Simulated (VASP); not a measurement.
# BaTiO3 (Pm-3m) in VASP: single point with PBE0

Aim: the single point of BaTiO3 with PBE0.

All numbers are computed with VASP 6.6.1; they aren't measurements. Logs are shortened: lines on timing, memory, paths and dates and some standing lists are left out, and cuts for length are marked.

### Step 1. The cell of the first run

The structure is cubic, space group Pm-3m (No. 221). The conventional cell has a = 3.994 Å, b = 3.994 Å, c = 3.994 Å, α = 90.00°, β = 90.00°, γ = 90.00°. Ba (site symmetry m-3m) has 12 O at 2.82 Å and 8 Ti at 3.46 Å within 3.7 Å. Ti (site symmetry m-3m) has 6 O at 2.00 Å within 2.6 Å. Within 2.6 Å of O (site symmetry 4/mmm) lie 2 Ti at 2.00 Å.

### Step 2. Single point, PBE0

File POSCAR:

```
BaTiO3
1.0
    3.9940950465      0.0000000000      0.0000000000
    0.0000000000      3.9940950465      0.0000000000
    0.0000000000      0.0000000000      3.9940950465
Ba Ti O
1 1 3
Direct
    0.5000000000      0.5000000000      0.5000000000
    0.0000000000      0.0000000000      0.0000000000
    0.5000000000      0.0000000000      0.0000000000
    0.0000000000      0.5000000000      0.0000000000
    0.0000000000      0.0000000000      0.5000000000
```

File INCAR.step1:

```
PREC     = Accurate       # precision mode
ENCUT    = 520            # plane-wave cutoff, eV
EDIFF    = 1E-5           # SCF threshold, eV
ISMEAR   = 0              # smearing method
SIGMA    = 0.01           # smearing width, eV
LREAL    = False          # projectors in reciprocal space
LASPH    = True           # aspherical terms in the spheres
NELM     = 80             # most SCF steps
ALGO     = Normal         # electronic algorithm
ISIF     = 2              # what is computed and relaxed
LWAVE    = True           # write WAVECAR
LCHARG   = False          # write CHGCAR
GGA      = PE             # functional
NBANDS   = 28             # bands
```

File INCAR.step2:

```
PREC     = Accurate       # precision mode
ENCUT    = 520            # plane-wave cutoff, eV
EDIFF    = 1E-7           # SCF threshold, eV
ISMEAR   = 0              # smearing method
SIGMA    = 0.01           # smearing width, eV
LREAL    = False          # projectors in reciprocal space
LASPH    = True           # aspherical terms in the spheres
NELM     = 80             # most SCF steps
ALGO     = Normal         # electronic algorithm
ISIF     = 2              # what is computed and relaxed
LWAVE    = False          # write WAVECAR
LCHARG   = False          # write CHGCAR
GGA      = PE             # functional
LHFCALC  = True           # exact exchange
AEXX     = 0.25           # exact-exchange fraction
PRECFOCK = Fast         
ISTART   = 1            
NBANDS   = 28             # bands
```

File KPOINTS:

```
Automatic mesh
0
Gamma
  4 4 4
```

Potentials or basis: VASP PAW PBE potentials, release 64 (Ba_sv, Ti_sv, O).

Launch:

```bash
> cat potpaw_PBE.64/Ba_sv/POTCAR potpaw_PBE.64/Ti_sv/POTCAR potpaw_PBE.64/O/POTCAR > POTCAR
> cp INCAR.step1 INCAR
> mpirun -np 1 vasp_std > vasp.out
> cp INCAR.step2 INCAR
> mpirun -np 1 vasp_std > vasp.out
```

OUTCAR:

```text
PREC = Accurate
   ENCUT = 520
   EDIFF = 1E-7
   ISMEAR = 0
   LREAL = False
   LASPH = True
   NELM = 80
   ISIF = 2
   GGA = PE
   LHFCALC = True
   AEXX = 0.25
   PRECFOCK = Fast
   ISTART = 1

 ion  position               nearest neighbor table
   1  0.500  0.500  0.500-   3 2.82   4 2.82   5 2.82   3 2.82   4 2.82   3 2.82   5 2.82   3 2.82
                             4 2.82   5 2.82   4 2.82   5 2.82   2 3.46   2 3.46   2 3.46   2 3.46
   2  0.000  0.000  0.000-   3 2.00   4 2.00   5 2.00   5 2.00   4 2.00   3 2.00   1 3.46   1 3.46
                             1 3.46   1 3.46   1 3.46   1 3.46   1 3.46   1 3.46
   3  0.500  0.000  0.000-   2 2.00   2 2.00   1 2.82   1 2.82   1 2.82   1 2.82
   4  0.000  0.500  0.000-   2 2.00   2 2.00   1 2.82   1 2.82   1 2.82   1 2.82
   5  0.000  0.000  0.500-   2 2.00   2 2.00   1 2.82   1 2.82   1 2.82   1 2.82

  LATTYP: Found a simple cubic cell.
 ALAT       =     3.9940950465

  Lattice vectors:

 A1 = (   3.9940950465,   0.0000000000,   0.0000000000)
 A2 = (   0.0000000000,   3.9940950465,   0.0000000000)
 A3 = (   0.0000000000,   0.0000000000,   3.9940950465)

Analysis of symmetry for initial positions (statically):
=====================================================================
 Subroutine PRICEL returns:
 Original cell was already a primitive cell.

 Routine SETGRP: Setting up the symmetry group for a
 simple cubic supercell.

 Subroutine GETGRP returns: Found 48 space group operations
 (whereof 48 operations were pure point group operations)
 out of a pool of 48 trial point group operations.

The static configuration has the point symmetry O_h .

Analysis of symmetry for dynamics (positions and initial velocities):
=====================================================================
 Subroutine PRICEL returns:
 Original cell was already a primitive cell.

 Routine SETGRP: Setting up the symmetry group for a
 simple cubic supercell.

 Subroutine GETGRP returns: Found 48 space group operations
 (whereof 48 operations were pure point group operations)
 out of a pool of 48 trial point group operations.

The dynamic configuration has the point symmetry O_h .

 Subroutine INISYM returns: Found 48 space group operations
 (whereof 48 operations are pure point group operations),
 and found     1 'primitive' translations

----------------------------------------------------------------------------------------

                                     Primitive cell

  volume of cell :      63.7170

  direct lattice vectors                    reciprocal lattice vectors
     3.994095047  0.000000000  0.000000000     0.250369605  0.000000000  0.000000000
     0.000000000  3.994095047  0.000000000     0.000000000  0.250369605  0.000000000
     0.000000000  0.000000000  3.994095047     0.000000000  0.000000000  0.250369605

  length of vectors
     3.994095047  3.994095047  3.994095047     0.250369605  0.250369605  0.250369605

  position of ions in fractional coordinates (direct lattice)
     0.500000000  0.500000000  0.500000000
     0.000000000  0.000000000  0.000000000
     0.500000000  0.000000000  0.000000000
     0.000000000  0.500000000  0.000000000
     0.000000000  0.000000000  0.500000000

  ion indices of the primitive-cell ions
   primitive index   ion index
                 1           1
                 2           2
                 3           3
                 4           4
                 5           5

----------------------------------------------------------------------------------------

 KPOINTS: Automatic mesh

Automatic generation of k-mesh.
 Grid dimensions read from file:
 generate k-points for:    4    4    4

 Generating k-lattice:

  Cartesian coordinates                     Fractional coordinates (reciprocal lattice)
     0.062592401  0.000000000  0.000000000     0.250000000  0.000000000  0.000000000
     0.000000000  0.062592401  0.000000000     0.000000000  0.250000000  0.000000000
     0.000000000  0.000000000  0.062592401     0.000000000  0.000000000  0.250000000

  Length of vectors
     0.062592401  0.062592401  0.062592401

  Shift w.r.t. Gamma in fractional coordinates (k-lattice)
     0.000000000  0.000000000  0.000000000

 Subroutine IBZKPT returns following result:
 ===========================================

 Found     10 irreducible k-points:

 Following reciprocal coordinates:
            Coordinates               Weight
  0.000000  0.000000  0.000000      1.000000
  0.250000  0.000000  0.000000      6.000000
  0.500000  0.000000  0.000000      3.000000
  0.250000  0.250000  0.000000     12.000000
  0.500000  0.250000  0.000000     12.000000
  0.500000  0.500000  0.000000      3.000000
  0.250000  0.250000  0.250000      8.000000
  0.500000  0.250000  0.250000     12.000000
  0.500000  0.500000  0.250000      6.000000
  0.500000  0.500000  0.500000      1.000000
   k-points           NKPTS =     10   k-points in BZ     NKDIM =     64   number of bands    NBANDS=     28
   number of dos      NEDOS =    301   number of ions     NIONS =      5
   total plane-waves  NPLWV =  27000
   dimension x,y,z NGX =    30 NGY =   30 NGZ =   30
   dimension x,y,z NGXF=    60 NGYF=   60 NGZF=   60
   ions per type =               1   1   3
   NGX,Y,Z   is equivalent  to a cutoff of  12.49, 12.49, 12.49 a.u.
   NGXF,Y,Z  is equivalent  to a cutoff of  24.97, 24.97, 24.97 a.u.
 SYSTEM =  unknown system
   PREC   = accura    normal or accurate (medium, high low for compatibility)
   ISTART =      1    job   : 0-new  1-cont  2-samecut
   ICHARG =      0    charge: 1-file 2-atom 10-const
   ISPIN  =      1    spin polarized calculation?
   LNONCOLLINEAR =      F non collinear calculations
   LSORBIT =      F    spin-orbit coupling
   LASPH  =      T    aspherical Exc in radial PAW
   ENCUT  =  520.0 eV  38.22 Ry    6.18 a.u.   7.43  7.43  7.43*2*pi/ulx,y,z
   NELM   =     80;   NELMIN=  2; NELMDL=  0     # of ELM steps
   EDIFF  = 0.1E-06   stopping-criterion for ELM
   LREAL  =      F    real-space projection
   EDIFFG = 0.1E-05   stopping-criterion for IOM
   NSW    =      0    number of steps for IOM
   IBRION =     -1    ionic relax: 0-MD 1-quasi-New 2-CG
   NFREE  =      0    steps in history (QN), initial steepest desc. (CG)
   ISIF   =      2    stress and relaxation
   ISYM   =      3    0-nonsym 1-usesym 2-fastsym
   POTIM  = 0.5000    time-step for ionic-motion
   TEBEG  =    0.0;   TEEND  =   0.0 temperature during run
   PSTRESS=    0.0 pullay stress
   NELECT =      40.0000    total number of electrons
   NUPDOWN=      -1.0000    fix difference up-down
   EMIN   =  10.00;   EMAX   =-10.00  energy-range for DOS
   EFERMI =   0.00;   METHOD = LEGACY
   ISMEAR =     0;   SIGMA  =   0.01  broadening in eV -4-tet -1-fermi 0-gaus
   EFERMI_NEDOS =   21; number of points for ismear=-14 and -15
   IALGO  =     38    algorithm
   IMIX   =      1    mixing-type and parameters
     AMIX     =   0.40;   BMIX     =  1.00
     AMIX_MAG =   1.60;   BMIX_MAG =  1.00
  volume/ion in A,a.u.               =      12.74        86.00
  Fermi-wavevector in a.u.,A,eV,Ry     =   1.401769  2.648959 26.734852  1.964956
  Thomas-Fermi vector in A             =   2.524597
   LORBIT       =      0    0 simple, 1 ext, 2 COOP (PROOUT), +10 PAW based schemes
   GGA     = PE    functional components
   LHFCALC =     T    Hartree Fock is set to
   PRECFOCK=fast      Normal, Fast or Accurate (Low or Medium for compatibility)
   ENCUT4O =  -1.0   cutoff for four orbital integrals eV
   NKREDX  =     1    reduce k-point grid by
   NKREDY  =     1    reduce k-point grid by
   NKREDZ  =     1    reduce k-point grid by
   AEXX    =    0.2500 exact exchange contribution
   HFSCREEN=    0.0000 screening length (either q_TF or 0.3 A-1)
   HFSCREENC=   0.0000 screening length for correlation (either q_TF or 0.3 A-1)
   ENCUTFOCK=  -1.0 apply spherical cutoff to Coloumb kernel
   IVDW    =     0    specifies the selected vdW correction
   LEPSILON=     F    determine dielectric tensor
   LRPA    =     F    only Hartree local field effects (RPA)
 non-spin polarized calculation
 Gauss-broadening in eV      SIGMA  =   0.01
  energy-cutoff  :      520.00
  volume of cell :       63.72
 maximum number of plane-waves:      1747
 NGX is ok and might be reduce to    30
  NGX = 16; NGY = 16; NGZ = 16

 number of electron      39.9999976 magnetization

 Free energy of the ion-electron system (eV)
  ---------------------------------------------------
  ext. energy  EPLUGINS =         0.00000000
  ---------------------------------------------------
  free energy    TOTEN  =       -51.15263222 eV

  energy without entropy =      -51.15263222  energy(sigma->0) =      -51.15263222

 E-fermi :   2.5780     XC(G=0):  -8.8889

 val. band max:        2.4505320883   @ k =   0.5000   0.5000   0.5000
 cond. band min:       6.3548021926   @ k =   0.0000   0.0000   0.0000
 fundamental gap:      3.9042701043
 Fermi energy:         2.5779976355

 k-point     1 :       0.0000    0.0000    0.0000
  band No.  band energies     occupation
      1     -58.6476      2.00000
      2     -33.1817      2.00000
      3     -33.1817      2.00000
      4     -33.1817      2.00000
      5     -23.6795      2.00000
      6     -16.0948      2.00000
[... 20 lines left out ...]
     27       9.8111      0.00000
     28      12.3046      0.00000

 k-point     2 :       0.2500    0.0000    0.0000
  band No.  band energies     occupation
      1     -58.6471      2.00000
      2     -33.2085      2.00000
      3     -33.1799      2.00000
      4     -33.1799      2.00000
      5     -23.6057      2.00000
      6     -16.1724      2.00000
[... 20 lines left out ...]
     27      11.0092      0.00000
     28      13.3540      0.00000

 k-point     3 :       0.5000    0.0000    0.0000
  band No.  band energies     occupation
      1     -58.6466      2.00000
      2     -33.2355      2.00000
      3     -33.1781      2.00000
      4     -33.1781      2.00000
      5     -23.5292      2.00000
      6     -16.3403      2.00000
[... 182 lines left out ...]
      3     -33.2286      2.00000
      4     -33.2004      2.00000
      5     -23.3975      2.00000
      6     -15.4425      2.00000
[... 20 lines left out ...]
     27      13.0252      0.00000
     28      13.0252      0.00000

 k-point    10 :       0.5000    0.5000    0.5000
  band No.  band energies     occupation
      1     -58.6448      2.00000
      2     -33.2266      2.00000
      3     -33.2266      2.00000
      4     -33.2266      2.00000
      5     -23.3585      2.00000
      6     -15.1202      2.00000
[... 20 lines left out ...]
     27      12.7970      0.00000
     28      12.7970      0.00000

------------------------ aborting loop because EDIFF is reached ----------------------------------------

  FORCE on cell =-STRESS in cart. coord.  units (eV):
  Direction    XX          YY          ZZ          XY          YZ          ZX
  --------------------------------------------------------------------------------------
  -------------------------------------------------------------------------------------
  Total       -0.2903942     -0.2903942     -0.2903942     -0.0000000      0.0000000     -0.0000000
  in kB       -7.3020246     -7.3020246     -7.3020246     -0.0000000      0.0000000     -0.0000000
  external PRESSURE =      -7.3020246 kB  Pullay stress =       0.0000000 kB

 VOLUME and BASIS-vectors are now :
 -----------------------------------------------------------------------------
  energy-cutoff  :      520.00
  volume of cell :       63.72
      direct lattice vectors                 reciprocal lattice vectors
     3.994095047  0.000000000  0.000000000     0.250369605  0.000000000  0.000000000
     0.000000000  3.994095047  0.000000000     0.000000000  0.250369605  0.000000000
     0.000000000  0.000000000  3.994095047     0.000000000  0.000000000  0.250369605

 POSITION                                       TOTAL-FORCE (eV/Angst)
 -----------------------------------------------------------------------------------
      1.99705      1.99705      1.99705         0.000000      0.000000      0.000000
      0.00000      0.00000      0.00000         0.000000      0.000000      0.000000
      1.99705      0.00000      0.00000         0.000000      0.000000      0.000000
      0.00000      1.99705      0.00000         0.000000      0.000000      0.000000
      0.00000      0.00000      1.99705         0.000000      0.000000      0.000000
 -----------------------------------------------------------------------------------
    total drift:                                0.000000     -0.000000     -0.000000

  FREE ENERGIE OF THE ION-ELECTRON SYSTEM (eV)
  ---------------------------------------------------
  free  energy   TOTEN  =       -51.1526322179 eV

  energy  without entropy=      -51.1526322179  energy(sigma->0) =      -51.15263222
```

Run time: 32 min. Hardware: 1 thread of AMD EPYC 7R43 (Zen 3), shared host; peak memory 0.15 GiB.

Results:

```
Free energy            : -51.1526 eV
Pressure               : -0.7 GPa
Band gap on the k mesh : 3.90 eV, indirect (least direct gap 4.01 eV)
```

Levels at points of the mesh, in eV from the valence-band top:
```tsv
k point	band 17	band 18	band 19	band 20	band 21	band 22	band 23	band 24
(0.00, 0.00, 0.00)	-1.18	-0.10	-0.10	-0.10	3.90	3.90	3.90	6.06
(0.50, 0.00, 0.00)	-1.94	-1.94	-0.75	-0.75	4.08	5.87	5.87	6.07
(0.50, 0.50, 0.00)	-1.92	-0.92	-0.92	-0.09	5.88	5.88	6.41	7.03
(0.50, 0.50, 0.50)	-2.54	0.00	0.00	0.00	6.68	6.68	6.68	9.13
```

Caveat: the PAW data sets were made with another functional, which shifts forces and pressure a little; spin-orbit coupling is left out, which moves the levels of the heavy elements.
